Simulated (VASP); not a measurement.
Input of a VASP 6.6.1 run:

The input INCAR:

```
PREC = Accurate
ENCUT = 520
EDIFF = 1E-6
ISMEAR = 0
SIGMA = 0.15
LREAL = False
LASPH = True
NELM = 60
ALGO = Normal
ISIF = 2
LWAVE = False
LCHARG = False
GGA = PE
IVDW = 12
NBANDS = 11
```

KPOINTS

```
regular mesh
0
Gamma
  21 21 12
```

The input POSCAR:

```
C
1.0
    2.5058198767      0.0000000000      0.0000000000
   -1.2529099384      2.1701036705      0.0000000000
    0.0000000000      0.0000000000      3.6316216684
C
2
Direct
    0.3192782444      0.6385564889      0.0000000000
    0.6807217556      0.3614435111      0.0000000000
```

Potentials or basis: VASP PAW PBE potentials, release 64 (C).

The run is started by

```console
$ cat potpaw_PBE.64/C/POTCAR > POTCAR
$ mpirun -np 1 vasp_std > vasp.out
```

Estimate the largest force.

4.954 eV/Å.

What does it give for the pressure?

-7.2 GPa.

Stress tensor (GPa, compression positive):
```
 -4.06   0.00   0.00
  0.00 -17.20   0.00
  0.00   0.00  -0.46
```

Caveat: the cell differs from its parent crystal (atoms displaced along a vibrational mode, the cell strained); the cell stands under tension; forces of over 1 eV/Å act on the atoms, so gaps and moduli don't describe the material at rest.
